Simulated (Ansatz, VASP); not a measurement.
This is a calculation of Br for Ansatz 0.2.0.

Contents of input.yaml:

```yaml
crystal:
  lattice:
    - [3.3177951036, -2.2911603413, 0.0]
    - [3.3177951036, 2.2911603413, 0.0]
    - [0.0, 0.0, 8.5846869338]
  atoms:
    - { symbol: Br, position: [0.3651, 0.6349, 0.3901] }
    - { symbol: Br, position: [0.1349, 0.8651, 0.8901] }
    - { symbol: Br, position: [0.6349, 0.3651, 0.6099] }
    - { symbol: Br, position: [0.8651, 0.1349, 0.1099] }
kpoints:
  mp_grid: { grid: [7, 7, 3] }
scf:
  occupations: { method: fermi_dirac, width: 0.05 }
hamiltonian:
  xc: lda
  pseudopotentials: { kind: all_electron, lapw: { basis_error: 0.002 } }
output:
  forces: true
  stress: true
  eigenvalues: true
```

Potentials or basis: all-electron LAPW, scalar-relativistic.

Command:

```sh
$ ansatz run input.yaml --threads 2 --pin off --max-ram 8192MiB --backend cpu --events-out ev --progress --plain --runs-dir out
```

Set up the same calculation for VASP 6.6.1. Potentials there: VASP PAW LDA potentials, release 64 (Br).

As run (the cutoff follows the program's own potentials):

INCAR

```
ALGO = Normal
EDIFF = 1E-6
ENCUT = 520
GGA = CA
ISIF = 2
ISMEAR = -1
LASPH = True
LCHARG = False
LREAL = False
LWAVE = False
NBANDS = 22
NELM = 80
PREC = Accurate
SIGMA = 0.05
```

KPOINTS

```
k-points
0
Gamma
  7 7 3
```

Contents of POSCAR:

```
Br
1.0
    3.3177951036     -2.2911603413      0.0000000000
    3.3177951036      2.2911603413      0.0000000000
    0.0000000000      0.0000000000      8.5846869338
Br
4
Direct
    0.3651000000      0.6349000000      0.3901000000
    0.1349000000      0.8651000000      0.8901000000
    0.6349000000      0.3651000000      0.6099000000
    0.8651000000      0.1349000000      0.1099000000
```

Potentials or basis: VASP PAW LDA potentials, release 64 (Br).

Run with:

```console
$ cat potpaw_LDA.64/Br/POTCAR > POTCAR
$ mpirun -np 1 vasp_std > vasp.out
```

Both were run:

|  | VASP | Ansatz | Ansatz less VASP |
| --- | --- | --- | --- |
| gap on the k mesh at the Fermi level (eV) | 1.88 | 1.89 | +0.008 |
| least direct gap on the mesh (eV) | 1.90 | 1.91 | +0.008 |
| pressure (GPa) | 0.0 | -0.1 | -0.05 |
| traceless stress, the component that is largest in VASP (GPa) | 1.77 | 1.68 | -0.087 |
| rms of the force components (eV/Å) | 0.703 | 0.681 | -0.0222 |

LDA's correlation is that of Perdew and Zunger in VASP and of Perdew and Wang (1992) in Ansatz. Atom by atom the forces differ by 0.022 eV/Å (rms over components). Ansatz ran all-electron here, and VASP with PAW potentials.
